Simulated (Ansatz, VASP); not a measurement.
Two plane-wave programs on C

Contents of INCAR:

```
SYSTEM = C
PREC     = Accurate       ! precision mode
ENCUT    = 1000           ! plane-wave cutoff, eV
EDIFF    = 1E-6           ! SCF threshold, eV
ISMEAR   = 0              ! smearing method
SIGMA    = 0.05           ! smearing width, eV
LREAL    = Auto         
LASPH    = .True.         ! aspherical terms in the spheres
NELM     = 120            ! most SCF steps
ALGO     = Normal         ! electronic algorithm
ISIF     = 2              ! what is computed and relaxed
LWAVE    = .False.        ! write WAVECAR
LCHARG   = .True.         ! write CHGCAR
GGA      = PS             ! functional
LELF     = .True.         ! ELF
LVHAR    = .True.       
NBANDS   = 43             ! bands
GGA_COMPAT= .False.
```

The input KPOINTS:

```
Automatic mesh
0
Gamma
  6 6 6
  0 0 0
```

The input POSCAR:

```
C
1.0
    0.0000000000      3.5537981836     -3.5537981836
   -3.5537981836      0.0000000000     -3.5537981836
   -3.5537981836      3.5537981836      0.0000000000
C
15
Direct
    0.2500000000      0.7500000000      0.2500000000
    0.7500000000      0.2500000000      0.2500000000
    0.2500000000      0.2500000000      0.2500000000
    0.7500000000      0.7500000000      0.7500000000
    0.2500000000      0.7500000000      0.7500000000
    0.7500000000      0.2500000000      0.7500000000
    0.2500000000      0.2500000000      0.7500000000
    0.8750000000      0.3750000000      0.3750000000
    0.3750000000      0.3750000000      0.3750000000
    0.8750000000      0.8750000000      0.3750000000
    0.3750000000      0.8750000000      0.3750000000
    0.8750000000      0.3750000000      0.8750000000
    0.3750000000      0.3750000000      0.8750000000
    0.8750000000      0.8750000000      0.8750000000
    0.3750000000      0.8750000000      0.8750000000
```

Input for Ansatz:

```yaml
crystal:
  lattice:
    - [0.0, 3.5537981836, -3.5537981836]
    - [-3.5537981836, 0.0, -3.5537981836]
    - [-3.5537981836, 3.5537981836, 0.0]
  atoms:
    - { symbol: C, position: [0.25, 0.75, 0.25] }
    - { symbol: C, position: [0.75, 0.25, 0.25] }
    - { symbol: C, position: [0.25, 0.25, 0.25] }
    - { symbol: C, position: [0.75, 0.75, 0.75] }
    - { symbol: C, position: [0.25, 0.75, 0.75] }
    - { symbol: C, position: [0.75, 0.25, 0.75] }
    - { symbol: C, position: [0.25, 0.25, 0.75] }
    - { symbol: C, position: [0.875, 0.375, 0.375] }
    - { symbol: C, position: [0.375, 0.375, 0.375] }
    - { symbol: C, position: [0.875, 0.875, 0.375] }
    - { symbol: C, position: [0.375, 0.875, 0.375] }
    - { symbol: C, position: [0.875, 0.375, 0.875] }
    - { symbol: C, position: [0.375, 0.375, 0.875] }
    - { symbol: C, position: [0.875, 0.875, 0.875] }
    - { symbol: C, position: [0.375, 0.875, 0.875] }
basis:
  ecutwfc: 420
kpoints:
  mp_grid: { grid: [6, 6, 6] }
hamiltonian:
  xc: pbesol
  pseudopotentials: { kind: paw, azcp: { folder: soft_1 } }
scf:
  occupations: { method: gaussian, width: 0.05 }
output:
  forces: true
  stress: true
  eigenvalues: true
  write_density: true
  write_potential: true
  elf: true
  volumetric_format: npy
```

Change from the starting cell: C vacancy; atom 10 moved 0.000 of the way to it and +0.000 Å across, host rigid.

Alike in both runs: task single point; functional PBEsol; k mesh 6 × 6 × 6; occupations gaussian, width 0.05 eV; no spin polarisation.

```csv
,VASP,Ansatz
version,VASP 6.6.1,Ansatz 0.2.0
potentials or method,"VASP PAW PBE potentials, release 64 (C_h), cutoff 1000 eV","scalar-relativistic, plane waves, PAW"
valence electrons in the cell,60,60
```

|  | VASP | Ansatz | Ansatz less VASP |
| --- | --- | --- | --- |
| gap on the k mesh at the Fermi level (eV) | none | none | - |
| rms of the force components (eV/Å) | 0.925 | 0.927 | +0.0025 |

VASP's potentials were made for PBE, not for PBEsol, and Ansatz warns of the same on its side. Atom by atom the forces differ by 0.003 eV/Å (rms over components). A gap of «none» marks a metal or a gap that the smearing closes. With one functional, cell and mesh, what is left measures potentials, basis and numerics.
